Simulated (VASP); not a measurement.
# CoO (R-3m) in VASP: further runs

Runs on CoO. Level: PBEsol. Tasks: single point.

Program: VASP 6.6.1. These are calculated values, not measurements. Logs are shortened: lines on timing, memory, paths and dates and some standing lists are left out, and cuts for length are marked.

## (1) The cell of the first run

It takes space group R-3m (No. 166, trigonal). Conventional cell: a = 2.833 Å, b = 2.833 Å, c = 8.266 Å, α = 90.00°, β = 90.00°, γ = 120.00°. Within 2.9 Å of Co (site symmetry -3m) lie 6 O at 2.14 Å and 6 Co at 2.83 Å. Within 2.9 Å of O (site symmetry -3m) lie 6 Co at 2.14 Å and 6 O at 2.83 Å.

## (2) Single point, PBEsol, collinear spin, ferromagnetic start

INCAR reads:

```
ALGO = Normal ; EDIFF = 1E-6
ENCUT = 520 ; GGA = PS
ISIF = 2 ; ISMEAR = 0
ISPIN = 2 ; LASPH = T
LCHARG = F ; LMAXMIX = 4
LORBIT = 11 ; LREAL = F
LWAVE = F ; MAGMOM = 2.64 0.33
NBANDS = 18 ; NELM = 150
PREC = Accurate ; SIGMA = 0.15
```

KPOINTS reads:

```
k-points
0
Gamma
  24 24 24
```

POSCAR reads:

```
CoO
1.0
    1.4167010818      0.8179327509      2.7552709519
   -1.4167010818      0.8179327509      2.7552709519
    0.0000000000     -1.6358655019      2.7552709519
Co O
1 1
Direct
    0.0000000000      0.0000000000      0.0000000000
    0.5000000000      0.5000000000      0.5000000000
```

Potentials or basis: VASP PAW PBE potentials, release 64 (Co, O).

Run with:

```
> cat potpaw_PBE.64/Co/POTCAR potpaw_PBE.64/O/POTCAR > POTCAR
> mpirun -np 1 vasp_std > vasp.out
```

OUTCAR:

```text
EDIFF = 1E-6
   ENCUT = 520
   GGA = PS
   ISIF = 2
   ISMEAR = 0
   ISPIN = 2
   LASPH = T
   LORBIT = 11
   LREAL = F
   NELM = 150
   PREC = Accurate

 ion  position               nearest neighbor table
   1  0.000  0.000  0.000-   2 2.14   2 2.14   2 2.14   2 2.14   2 2.14   2 2.14
   2  0.500  0.500  0.500-   1 2.14   1 2.14   1 2.14   1 2.14   1 2.14   1 2.14

  LATTYP: Found a trigonal (rhomboedric) cell.
 ALAT       =     3.2043055345
 COS(alpha) =     0.6090523500

  Lattice vectors:

 A1 = (   1.4167010818,   0.8179327509,   2.7552709519)
 A2 = (  -1.4167010818,   0.8179327509,   2.7552709519)
 A3 = (   0.0000000000,  -1.6358655019,   2.7552709519)

Analysis of symmetry for initial positions (statically):
=====================================================================
 Subroutine PRICEL returns:
 Original cell was already a primitive cell.

 Routine SETGRP: Setting up the symmetry group for a
 trigonal (rhombohedral) supercell.

 Subroutine GETGRP returns: Found 12 space group operations
 (whereof 12 operations were pure point group operations)
 out of a pool of 12 trial point group operations.

The static configuration has the point symmetry D_3d.

Analysis of symmetry for dynamics (positions and initial velocities):
=====================================================================
 Subroutine PRICEL returns:
 Original cell was already a primitive cell.

 Routine SETGRP: Setting up the symmetry group for a
 trigonal (rhombohedral) supercell.

 Subroutine GETGRP returns: Found 12 space group operations
 (whereof 12 operations were pure point group operations)
 out of a pool of 12 trial point group operations.

The dynamic configuration has the point symmetry D_3d.

Analysis of structural, dynamic, and magnetic symmetry:
=====================================================================
 Subroutine PRICEL returns:
 Original cell was already a primitive cell.

 Routine SETGRP: Setting up the symmetry group for a
 trigonal (rhombohedral) supercell.

 Subroutine GETGRP returns: Found 12 space group operations
 (whereof 12 operations were pure point group operations)
 out of a pool of 12 trial point group operations.

The overall configuration has the point symmetry D_3d.

 Subroutine INISYM returns: Found 12 space group operations
[... 113 lines left out ...]
   EFERMI_NEDOS =   21; number of points for ismear=-14 and -15
   IALGO  =     38    algorithm
   IMIX   =      4    mixing-type and parameters
     AMIX     =   0.40;   BMIX     =  1.00
     AMIX_MAG =   1.60;   BMIX_MAG =  1.00
  volume/ion in A,a.u.               =       9.58        64.64
  Fermi-wavevector in a.u.,A,eV,Ry     =   1.508927  2.851458 30.978555  2.276860
  Thomas-Fermi vector in A             =   2.619316
   LORBIT       =     11    0 simple, 1 ext, 2 COOP (PROOUT), +10 PAW based schemes
   GGA     = PS    functional components
   LHFCALC =     F    Hartree Fock is set to
   AEXX    =    0.0000 exact exchange contribution
   IVDW    =     0    specifies the selected vdW correction
   LEPSILON=     F    determine dielectric tensor
   LRPA    =     F    only Hartree local field effects (RPA)
 spin polarized calculation
 Gauss-broadening in eV      SIGMA  =   0.15
  energy-cutoff  :      520.00
  volume of cell :       19.16
 maximum number of plane-waves:       528
   NGX = 11   NGY = 11   NGZ = 11

 number of electron      15.0000002 magnetization       2.8533940

 Free energy of the ion-electron system (eV)
  ---------------------------------------------------
  ext. energy  EPLUGINS =         0.00000000
  ---------------------------------------------------
  free energy    TOTEN  =       -13.95990806 eV

  energy without entropy =      -13.93011723  energy(sigma->0) =      -13.94501265

 E-fermi :   7.7392     XC(G=0): -12.7351

 val. band max:        7.7385248582   @ k =  -0.2083   0.1250  -0.0000
 cond. band min:       7.7409444937   @ k =  -0.3750   0.5000   0.0417
 fundamental gap:      0.0024196355
 Fermi energy:         7.7392252305

 spin component 1

 k-point     1 :       0.0000    0.0000    0.0000
  band No.  band energies     occupation
      1     -12.3249      1.00000
      2       3.8459      1.00000
      3       4.0619      1.00000
      4       4.4736      1.00000
      5       4.4736      1.00000
      6       4.8975      1.00000
[... 493 lines left out ...]
     17      33.8231      0.00000
     18      38.2631      0.00000

 [... further k-points ...]

 spin component 2

 k-point     1 :       0.0000    0.0000    0.0000
  band No.  band energies     occupation
      1     -11.8033      1.00000
      2       4.3617      1.00000
      3       5.8499      1.00000
      4       5.8517      1.00000
      5       5.8517      1.00000
      6       6.7946      1.00000
[... 493 lines left out ...]
     17      34.3495      0.00000
     18      38.6713      0.00000

 [... further k-points ...]

------------------------ aborting loop because EDIFF is reached ----------------------------------------

  FORCE on cell =-STRESS in cart. coord.  units (eV):
  Direction    XX          YY          ZZ          XY          YZ          ZX
  --------------------------------------------------------------------------------------
  -------------------------------------------------------------------------------------
  Total       -1.3265429     -1.3265429     -2.3079952      0.0000000      0.0000000      0.0000000
  in kB     -110.9482593   -110.9482593   -193.0341288      0.0000000      0.0000000      0.0000000
  external PRESSURE =    -138.3102158 kB  Pullay stress =       0.0000000 kB

 VOLUME and BASIS-vectors are now :
 -----------------------------------------------------------------------------
  energy-cutoff  :      520.00
  volume of cell :       19.16
      direct lattice vectors                 reciprocal lattice vectors
     1.416701082  0.817932751  2.755270952     0.352932603  0.203765733  0.120980237
    -1.416701082  0.817932751  2.755270952    -0.352932603  0.203765733  0.120980237
     0.000000000 -1.635865502  2.755270952     0.000000000 -0.407531466  0.120980237

 POSITION                                       TOTAL-FORCE (eV/Angst)
 -----------------------------------------------------------------------------------
      0.00000      0.00000      0.00000         0.000000      0.000000     -0.000000
      0.00000     -0.00000      4.13291         0.000000     -0.000000      0.000000
 -----------------------------------------------------------------------------------
    total drift:                               -0.000000      0.000000     -0.000000

  FREE ENERGIE OF THE ION-ELECTRON SYSTEM (eV)
  ---------------------------------------------------
  free  energy   TOTEN  =       -13.9599080643 eV

  energy  without entropy=      -13.9301172314  energy(sigma->0) =      -13.94501265

 total charge

# of ion       s       p       d       tot
------------------------------------------
    1        0.304   0.364   7.138   7.807
    2        1.554   3.384   0.000   4.938
--------------------------------------------------
tot          1.859   3.749   7.138  12.746

 magnetization (x)

# of ion       s       p       d       tot
------------------------------------------
    1        0.016   0.017   2.464   2.496
    2        0.028   0.279   0.000   0.307
--------------------------------------------------
tot          0.044   0.295   2.464   2.803
```

OSZICAR:

```text
N       E                     dE             d eps       ncg     rms          rms(c)
DAV:   1     0.767086066019E+02    0.76709E+02   -0.66089E+03 98146   0.961E+02
DAV:   2    -0.117797660115E+02   -0.88488E+02   -0.76061E+02100472   0.221E+02
DAV:   3    -0.166191684594E+02   -0.48394E+01   -0.47174E+01108890   0.554E+01
DAV:   4    -0.166685073396E+02   -0.49339E-01   -0.49302E-01110042   0.531E+00
DAV:   5    -0.166696483537E+02   -0.11410E-02   -0.11409E-02114004   0.806E-01    0.154E+01
DAV:   6    -0.157490050268E+02    0.92064E+00   -0.17569E+01115950   0.647E+01    0.220E+01
DAV:   7    -0.141340122470E+02    0.16150E+01   -0.96365E+00113836   0.524E+01    0.809E+00
DAV:   8    -0.140024431364E+02    0.13157E+00   -0.45603E-01132242   0.948E+00    0.420E+00
DAV:   9    -0.139725321026E+02    0.29911E-01   -0.32700E-01131910   0.981E+00    0.252E+00
DAV:  10    -0.139661519879E+02    0.63801E-02   -0.60505E-02138578   0.387E+00    0.107E+00
DAV:  11    -0.139600397453E+02    0.61122E-02   -0.17910E-02125942   0.197E+00    0.227E-01
DAV:  12    -0.139600390391E+02    0.70623E-06   -0.33434E-03110666   0.407E-01    0.240E-01
DAV:  13    -0.139599777191E+02    0.61320E-04   -0.13250E-03127168   0.606E-01    0.109E-01
DAV:  14    -0.139599305315E+02    0.47188E-04   -0.12906E-04118794   0.104E-01    0.632E-02
DAV:  15    -0.139599125103E+02    0.18021E-04   -0.36943E-05131286   0.848E-02    0.335E-02
DAV:  16    -0.139599077591E+02    0.47512E-05   -0.16913E-05136348   0.589E-02    0.641E-03
DAV:  17    -0.139599080643E+02   -0.30524E-06   -0.14374E-06 69608   0.121E-02
   1 F= -.13959908E+02 E0= -.13945013E+02  d E =-.297908E-01  mag=     2.8537
```

stdout:

```text
POSCAR found type information on POSCAR CoO
 POSCAR found :  2 types and       2 ions
 scaLAPACK will be used
 -----------------------------------------------------------------------------
|                                                                             |
|                                                                             |
|     You enforced a specific xc type in the INCAR file but a different       |
|     I HOPE YOU KNOW WHAT YOU ARE DOING!                                     |
|                                                                             |
 -----------------------------------------------------------------------------

 LDA part: xc-table for (Slater+PW92), standard interpolation
 POSCAR, INCAR and KPOINTS ok, starting setup
 FFT: planning ... GRIDC
 FFT: planning ... GRID_SOFT
 FFT: planning ... GRID
 WAVECAR not read
 entering main loop
```

Wall time 25 min (1 thread of Oxide Virtual Turin-like, shared host); peak memory 0.69 GiB.

Results:

* Free energy: -13.9599 eV
* Pressure: -13.8 GPa
* Net moment: 2.85 μB per cell
* Site moments: Co +2.50; O +0.31 μB
* Valence electrons inside the program's atomic spheres: Co 7.81; O 4.94

Levels at points of the mesh, in eV from the Fermi level:
Spin up:
| k point | band 6 | band 7 | band 8 | band 9 | band 10 | band 11 | band 12 | band 13 |
| --- | --- | --- | --- | --- | --- | --- | --- | --- |
| (0.00, 0.00, 0.00) | -2.84 | -2.84 | -2.53 | -2.53 | 0.99 | 15.65 | 16.01 | 19.96 |
| (0.50, 0.00, 0.00) | -2.05 | -1.48 | 0.03 | 0.31 | 4.46 | 9.93 | 12.24 | 14.06 |
| (0.50, 0.50, 0.00) | -2.91 | -2.49 | -2.14 | -1.97 | 5.91 | 9.24 | 12.08 | 15.36 |
| (0.50, 0.50, 0.50) | -2.50 | -2.33 | -0.06 | -0.06 | 6.32 | 7.58 | 16.15 | 16.15 |
Spin down:
| k point | band 3 | band 4 | band 5 | band 6 | band 7 | band 8 | band 9 | band 10 |
| --- | --- | --- | --- | --- | --- | --- | --- | --- |
| (0.00, 0.00, 0.00) | -1.89 | -1.89 | -1.89 | -0.94 | -0.94 | -0.03 | -0.03 | 1.70 |
| (0.50, 0.00, 0.00) | -5.31 | -4.12 | -0.73 | 0.24 | 0.63 | 2.44 | 2.75 | 4.75 |
| (0.50, 0.50, 0.00) | -4.28 | -2.99 | -2.33 | 0.05 | 0.07 | 0.48 | 0.67 | 6.78 |
| (0.50, 0.50, 0.50) | -3.71 | -3.71 | -0.30 | -0.30 | -0.30 | 2.24 | 2.24 | 6.63 |

Caveat: the cell stands under tension; the PAW data sets were made with another functional, which shifts forces and pressure a little; a cell with one magnetic atom can't hold antiferromagnetic order, which such compounds often take; semilocal functionals often make such compounds metallic where correlation or magnetic order opens a gap, which also shifts bond lengths.

[end of part 1 of 2]
